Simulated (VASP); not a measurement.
# PbO2 (Fm-3m) in VASP: a series of runs, part 2 of 2

VASP 6.6.1. The steps go on from the part before.

**3. Single point, PBE, collinear spin, zero start**

INCAR

```
SYSTEM = PbO2
PREC     = Accurate       ! precision mode
ENCUT    = 520            ! plane-wave cutoff, eV
EDIFF    = 1E-7           ! SCF threshold, eV
ISMEAR   = 0              ! smearing method
SIGMA    = 0.1            ! smearing width, eV
LREAL    = .FALSE.        ! projectors in reciprocal space
LASPH    = .TRUE.         ! aspherical terms in the spheres
NELM     = 150            ! most SCF steps
ALGO     = Normal         ! electronic algorithm
ISIF     = 2              ! what is computed and relaxed
LWAVE    = .FALSE.        ! write WAVECAR
LCHARG   = .FALSE.        ! write CHGCAR
ISPIN    = 2              ! spin polarisation
MAGMOM   = 0 0 0          ! initial moments
LORBIT   = 11             ! projections on sites
GGA      = PE             ! functional
NELECT   = 26.5         
NBANDS   = 24             ! bands
```

KPOINTS

```
regular mesh
0
G
  2 2 2
  0 0 0
```

POSCAR

```
PbO2
1.0
    0.0000000000      2.7019920000      2.7019920000
    2.7019920000      0.0000000000      2.7019920000
    2.7019920000      2.7019920000      0.0000000000
Pb O
1 2
Direct
    0.0000000000      0.0000000000      0.0000000000
    0.2500000000      0.2500000000      0.2500000000
    0.7500000000      0.7500000000      0.7500000000
```

Potentials or basis: VASP PAW PBE potentials, release 64 (Pb_d, O).

Started as:

```
$ cat potpaw_PBE.64/Pb_d/POTCAR potpaw_PBE.64/O/POTCAR > POTCAR
$ mpirun -np 1 vasp_std > vasp.out
```

OUTCAR:

```text
SYSTEM = PbO2
   PREC = Accurate
   ENCUT = 520
   EDIFF = 1E-7
   ISMEAR = 0
   LREAL = .FALSE.
   LASPH = .TRUE.
   NELM = 150
   ISIF = 2
   ISPIN = 2
   LORBIT = 11
   GGA = PE
   NELECT = 26.5

 ion  position               nearest neighbor table
   1  0.000  0.000  0.000-   3 2.34   3 2.34   3 2.34   2 2.34   2 2.34   2 2.34   3 2.34   2 2.34

   2  0.250  0.250  0.250-   1 2.34   1 2.34   1 2.34   1 2.34
   3  0.750  0.750  0.750-   1 2.34   1 2.34   1 2.34   1 2.34

  LATTYP: Found a face centered cubic cell.
 ALAT       =     5.4039840000

  Lattice vectors:

 A1 = (   0.0000000000,   2.7019920000,   2.7019920000)
 A2 = (   2.7019920000,   0.0000000000,   2.7019920000)
 A3 = (   2.7019920000,   2.7019920000,   0.0000000000)

Analysis of symmetry for initial positions (statically):
=====================================================================
 Subroutine PRICEL returns:
 Original cell was already a primitive cell.

 Routine SETGRP: Setting up the symmetry group for a
 face centered cubic supercell.

 Subroutine GETGRP returns: Found 48 space group operations
[... 9 lines left out ...]

 Routine SETGRP: Setting up the symmetry group for a
 face centered cubic supercell.

 Subroutine GETGRP returns: Found 48 space group operations
 (whereof 48 operations were pure point group operations)
 out of a pool of 48 trial point group operations.

The dynamic configuration has the point symmetry O_h .

Analysis of structural, dynamic, and magnetic symmetry:
=====================================================================
 Subroutine PRICEL returns:
 Original cell was already a primitive cell.

 Routine SETGRP: Setting up the symmetry group for a
 face centered cubic supercell.

 Subroutine GETGRP returns: Found 48 space group operations
 (whereof 48 operations were pure point group operations)
 out of a pool of 48 trial point group operations.
[... 125 lines left out ...]
  ext. energy  EPLUGINS =         0.00000000
  ---------------------------------------------------
  free energy    TOTEN  =       -12.31657840 eV

  energy without entropy =      -12.29729561  energy(sigma->0) =      -12.30693700

 E-fermi :   7.3460     XC(G=0): -11.3273

 val. band max:        5.7797617124   @ k =   0.5000   0.5000   0.0000
 cond. band min:       7.3764850142   @ k =   0.5000   0.5000   0.0000
 fundamental gap:      1.5967233019
 Fermi energy:         7.3460409283

 spin component 1

 k-point     1 :       0.0000    0.0000    0.0000
  band No.  band energies     occupation
      1     -12.6952      1.00000
      2      -9.9353      1.00000
      3      -9.9353      1.00000
      4      -9.9353      1.00000
      5      -9.7746      1.00000
      6      -9.7112      1.00000
[... 70 lines left out ...]
     23      27.7469      0.00000
     24      30.3112      0.00000
 Fermi energy:         7.3460409283

 spin component 2

 k-point     1 :       0.0000    0.0000    0.0000
  band No.  band energies     occupation
      1     -12.6952      1.00000
      2      -9.9354      1.00000
      3      -9.9354      1.00000
      4      -9.9354      1.00000
      5      -9.7747      1.00000
      6      -9.7113      1.00000
[... 70 lines left out ...]
     23      27.7470      0.00000
     24      30.3113      0.00000

------------------------ aborting loop because EDIFF is reached ----------------------------------------

  FORCE on cell =-STRESS in cart. coord.  units (eV):
  Direction    XX          YY          ZZ          XY          YZ          ZX
  --------------------------------------------------------------------------------------
  -------------------------------------------------------------------------------------
  Total        8.2085583      8.2085583      8.2085583      0.0000000      0.0000000     -0.0000000
  in kB      333.3460370    333.3460370    333.3460370      0.0000000      0.0000000     -0.0000000
  external PRESSURE =     333.3460370 kB  Pullay stress =       0.0000000 kB

 VOLUME and BASIS-vectors are now :
 -----------------------------------------------------------------------------
  energy-cutoff  :      520.00
  volume of cell :       39.45
      direct lattice vectors                 reciprocal lattice vectors
     0.000000000  2.701992000  2.701992000    -0.185048660  0.185048660  0.185048660
     2.701992000  0.000000000  2.701992000     0.185048660 -0.185048660  0.185048660
     2.701992000  2.701992000  0.000000000     0.185048660  0.185048660 -0.185048660

 POSITION                                       TOTAL-FORCE (eV/Angst)
 -----------------------------------------------------------------------------------
      0.00000      0.00000      0.00000        -0.000000     -0.000000      0.000000
      1.35100      1.35100      1.35100        -0.000000      0.000000     -0.000000
      4.05299      4.05299      4.05299         0.000000     -0.000000      0.000000
 -----------------------------------------------------------------------------------
    total drift:                                0.000000     -0.000000      0.000000

  FREE ENERGIE OF THE ION-ELECTRON SYSTEM (eV)
  ---------------------------------------------------
  free  energy   TOTEN  =       -12.3165783957 eV

  energy  without entropy=      -12.2972956060  energy(sigma->0) =      -12.30693700

 total charge

# of ion       s       p       d       tot
------------------------------------------
    1        1.198   0.671   9.998  11.867
    2        1.593   3.411   0.000   5.004
    3        1.593   3.411   0.000   5.004
--------------------------------------------------
tot          4.385   7.493   9.998  21.875

 magnetization (x)

# of ion       s       p       d       tot
------------------------------------------
    1       -0.000   0.000  -0.000  -0.000
    2       -0.000  -0.000   0.000  -0.000
    3       -0.000  -0.000   0.000  -0.000
--------------------------------------------------
tot         -0.000  -0.000  -0.000  -0.000
```

It took 8 s on 1 thread of Intel Xeon 6975P-C (Granite Rapids), shared host; peak memory 0.16 GiB.

What came out:

```yaml
Free_energy: -12.3166 eV
Net_moment: 0.00 μB per cell
Valence_electrons_inside_the_program's_atomic_spheres: Pb 11.87; O 5.00
```

Caveat: the k points lie up to 1.01 Å⁻¹ apart; the cell carries a net charge on a neutralising background, which shifts energy and pressure; the cell is charged against a uniform background, so pressure and absolute levels hang on convention; spin-orbit coupling is left out, which moves the levels of the heavy elements.

**4. Single point, PBE**

INCAR

```
PREC = Accurate
ENCUT = 520
EDIFF = 1E-6
ISMEAR = 0
SIGMA = 0.1
LREAL = False
LASPH = True
NELM = 100
ALGO = Normal
ISIF = 2
LWAVE = False
LCHARG = False
GGA = PE
NBANDS = 20
```

KPOINTS

```
Automatic mesh
0
Gamma
  4 4 4
```

POSCAR is that of step 3.

Started as:

```
$ cat potpaw_PBE.64/Pb_d/POTCAR potpaw_PBE.64/O/POTCAR > POTCAR
$ mpirun -np 1 vasp_std > vasp.out
```

It took 4.6 s on 1 thread of Intel Xeon 6975P-C (Granite Rapids), shared host; peak memory 0.15 GiB.

It converged, with:

```yaml
Free_energy: -15.6244 eV
Pressure: 0.2 GPa
Band_gap_on_the_k_mesh: zero (band 13 reaches 5.65 eV, above the bottom of band 14 at 4.44 eV)
```

Levels at points of the mesh, in eV from the Fermi level:
```csv
k point,band 11,band 12,band 13,band 14,band 15,band 16
"(0.00, 0.00, 0.00)",-2.05,-1.28,-1.28,-1.28,6.90,6.90
"(0.50, 0.00, 0.00)",-2.84,-1.49,-1.49,2.48,7.05,9.41
"(0.50, 0.50, 0.00)",-0.32,-0.22,-0.22,1.58,6.10,9.36
```

Caveat: the k points lie up to 0.50 Å⁻¹ apart; spin-orbit coupling is left out, which moves the levels of the heavy elements.
